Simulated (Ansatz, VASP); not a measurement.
**CuI2 in VASP and in Ansatz**

```xyz
3
Lattice="5.2348 0.0000 0.0000 0.0000 5.2348 0.0000 0.0000 0.0000 4.5743" Properties=species:S:1:pos:R:3 pbc="T T T"
I     2.6174    0.0000    0.0000
I     0.0000    2.6174    0.0000
Cu    0.0000    0.0000    0.0000
```

Alike in both runs: task single point; functional PBE; k mesh 5 × 5 × 6; occupations fermi-dirac, width 0.05 eV; no spin polarisation.

```csv
,VASP,Ansatz
version,VASP 6.6.1,Ansatz 0.2.0
potentials or method,"VASP PAW PBE potentials, release 64 (I, Cu)",Ansatz PAW
plane-wave cutoff (eV),520,420
valence electrons in the cell,25,53
```

```tsv
	VASP	Ansatz	Ansatz less VASP
gap on the k mesh at the Fermi level (eV)	none	none	-
pressure (GPa)	0.3	0.3	-0.03
traceless stress, the component that is largest in VASP (GPa)	0.14	0.14	-0.002
```

A gap of «none» marks a metal or a gap that the smearing closes. With one functional, cell and mesh, what is left measures potentials, basis and numerics. VASP's potentials hold 25 valence electrons a cell and Ansatz's 53, so a difference there can come from the potentials and not from the codes.

Spin-orbit coupling is off throughout.
